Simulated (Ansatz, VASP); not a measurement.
## Lu: VASP beside Ansatz

Contents of INCAR:

```
PREC = Accurate
ENCUT = 520
EDIFF = 1E-6
ISMEAR = -1
SIGMA = 0.1
LREAL = False
LASPH = True
NELM = 100
ALGO = Normal
ISIF = 2
LWAVE = False
LCHARG = True
GGA = RP
LELF = True
LVHAR = True
NBANDS = 44
```

Contents of KPOINTS:

```
Automatic mesh
0
Gamma
  8 8 10
```

Contents of POSCAR:

```
Lu
1.0
    5.3760147651      0.0000000000      0.0000000000
   -2.6880073825      4.6557653577      0.0000000000
    0.0000000000      0.0000000000      3.3635987620
Lu
3
Direct
    1.0000000000      0.0000000000      0.0000000000
    0.3333333333      0.6666666667      0.5000000000
    0.6666666667      0.3333333333      0.5000000000
```

Input for Ansatz:

```yaml
crystal:
  lattice:
    - [5.3760147651, 0.0, 0.0]
    - [-2.6880073825, 4.6557653577, 0.0]
    - [0.0, 0.0, 3.363598762]
  atoms:
    - { symbol: Lu, position: [1.0, 0.0, 0.0] }
    - { symbol: Lu, position: [0.3333333333, 0.6666666667, 0.5] }
    - { symbol: Lu, position: [0.6666666667, 0.3333333333, 0.5] }
hamiltonian:
  xc: rpbe
  pseudopotentials:
    kind: paw
    azcp:
      Lu: "pseudopotentials/Lu.paw.azcp"
basis:
  ecutwfc: 420
  fft_grid_basis: typed
kpoints:
  mp_grid: { grid: [8, 8, 10], shift: [0, 0, 0] }
magnetization:
  spin_polarized: false
scf:
  occupations: { method: fermi_dirac, width: 0.1 }
  lower_state_search: "off"
output:
  stress: true
  write_density: true
  write_potential: true
  elf: true
  volumetric_format: npy
```

Alike in both runs: task single point; functional RPBE; k mesh 8 × 8 × 10; occupations fermi-dirac, width 0.1 eV; no spin polarisation.

|  | VASP | Ansatz |
| --- | --- | --- |
| version | VASP 6.6.1 | Ansatz 0.2.0 |
| potentials or method | VASP PAW PBE potentials, release 64 (Lu), cutoff 520 eV | plane waves (420 eV) with PAW, scalar-relativistic |
| valence electrons in the cell | 75 | 75 |

```tsv
	VASP	Ansatz	Ansatz less VASP
pressure (GPa)	4.1	3.9	-0.23
```

VASP's potentials were made for PBE, not for RPBE.

Neither program's run includes spin-orbit coupling.
